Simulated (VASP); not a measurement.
A run of VASP 6.6.1 is set up as follows.

File INCAR:

```
SYSTEM = Al2O3
  AGGAC = 1.0
  AGGAX = 1.0
  ALDAC = 0.0
  ALDAX = 1.0
  ALGO = Normal
  EDIFF = 1E-6
  ENCUT = 520
  GGA = B5
  ISIF = 2
  ISMEAR = 0
  LASPH = .True.
  LCHARG = .False.
  LREAL = .False.
  LWAVE = .False.
  NBANDS = 20
  NELM = 100
  PREC = Accurate
  SIGMA = 0.01
```

The input KPOINTS:

```
k-points
0
Gamma
  12 12 4
  0 0 0
```

POSCAR

```
Al2O3
1.0
    3.0174830000      0.0000000000      0.0000000000
   -1.5087410000      2.6132170000      0.0000000000
    0.0000000000      0.0000000000      7.5746360000
Al O
2 3
Direct
    0.0000000000      0.0000000000      0.2779510000
    0.0000000000      0.0000000000      0.7220490000
    0.3333333333      0.6666666667      0.1994540000
    0.6666666667      0.3333333333      0.8005460000
    0.0000000000      0.0000000000      0.5000000000
```

Potentials or basis: VASP PAW PBE potentials, release 64 (Al, O).

Command:

```console
$ cat potpaw_PBE.64/Al/POTCAR potpaw_PBE.64/O/POTCAR > POTCAR
$ mpirun -np 1 vasp_std > vasp.out
```

Q: Estimate the band gap on the k mesh.

A: 2.46 eV.

Q: Predict the largest force.

A: 0.140 eV/Å.

Stress tensor (GPa, compression positive):
```
2.33 0.00 0.00
0.00 2.33 0.00
0.00 0.00 1.33
```

Caveat: the PAW data sets were made with another functional, which shifts forces and pressure a little. A k mesh can miss the band edges.
